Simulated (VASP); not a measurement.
Wanted: the native input for a VASP 6.6.1 run.

- Task: single point
- Functional: r2SCAN
- Potentials or basis: VASP PAW PBE potentials, release 64 (Ti_sv, O_h)
- Cutoff: 910 eV
- k mesh: 5 × 5 × 5
- Occupations: gaussian, width 0.01 eV
- Spin: no spin polarisation
- Dipole correction: no
- Further INCAR settings: ALGO = Normal; EDIFF = 1e-06; NBANDS = 33

The system is TiO2.

```
Ti O
1.0
    -1.89210    1.89210    4.75730
     1.89210   -1.89210    4.75730
     1.89210    1.89210   -4.75730
Ti O
2 4
Cartesian
  0.0000 0.0000 0.0000
  0.0000 1.8921 2.3786
  0.0000 0.0000 1.9802
  0.0000 1.8921 4.3588
  0.0000 1.8921 0.3985
  0.0000 0.0000 7.5344
```

One way to write it, as run:

POSCAR

```
TiO2
1.0
   -1.8921000000      1.8921000000      4.7573000000
    1.8921000000     -1.8921000000      4.7573000000
    1.8921000000      1.8921000000     -4.7573000000
Ti O
2 4
Direct
    0.0000000000      0.0000000000      0.0000000000
    0.7500000000      0.2500000000      0.5000000000
    0.2081197705      0.2081197705      0.0000000000
    0.9581197705      0.4581197705      0.5000000000
    0.5418802295      0.0418802295      0.5000000000
    0.7918802295      0.7918802295      0.0000000000
```

INCAR.step1

```
SYSTEM = TiO2
  PREC = Accurate
  ENCUT = 910
  ISMEAR = 0
  SIGMA = 0.01
  LREAL = .False.
  LASPH = .True.
  NELM = 120
  NBANDS = 33
  GGA = PE
  ALGO = Normal
  EDIFF = 1E-5
  LWAVE = .True.
  LCHARG = .False.
  GGA_COMPAT = .False.
```

INCAR.step2

```
SYSTEM = TiO2
  PREC = Accurate
  ENCUT = 910
  EDIFF = 1E-6
  ISMEAR = 0
  SIGMA = 0.01
  LREAL = .False.
  LASPH = .True.
  NELM = 120
  ALGO = Normal
  ISIF = 2
  LWAVE = .False.
  LCHARG = .False.
  METAGGA = R2SCAN
  LMIXTAU = .True.
  NBANDS = 33
  ISTART = 1
  GGA_COMPAT = .False.
```

KPOINTS

```
regular mesh
0
Gamma
  5 5 5
  0 0 0
```

Potentials or basis: VASP PAW PBE potentials, release 64 (Ti_sv, O_h).

Launch:

```bash
$ cat potpaw_PBE.64/Ti_sv/POTCAR potpaw_PBE.64/O_h/POTCAR > POTCAR
$ cp INCAR.step1 INCAR
$ mpirun -np 1 vasp_std > vasp.out
$ cp INCAR.step2 INCAR
$ mpirun -np 1 vasp_std > vasp.out
```

Results of the run:

```json
{
 "Pressure": "1.6 GPa",
 "Largest force": "0.034 eV/Å",
 "Band gap on the k mesh": "2.55 eV (least direct gap 2.91 eV)"
}
```

Caveat: the cutoff is under 1.25 times the usual one of these potentials, so pressure, stress and relaxed cells hold a basis-set (Pulay) error; the PAW data sets were made with another functional, which shifts forces and pressure a little; an odd mesh through Γ misses points on the zone boundary, where band edges can lie.

Wall time 9.1 min on 1 thread of Intel(R) Xeon(R) 6975P-C (Granite Rapids), on a shared host, peak memory 0.44 GiB.
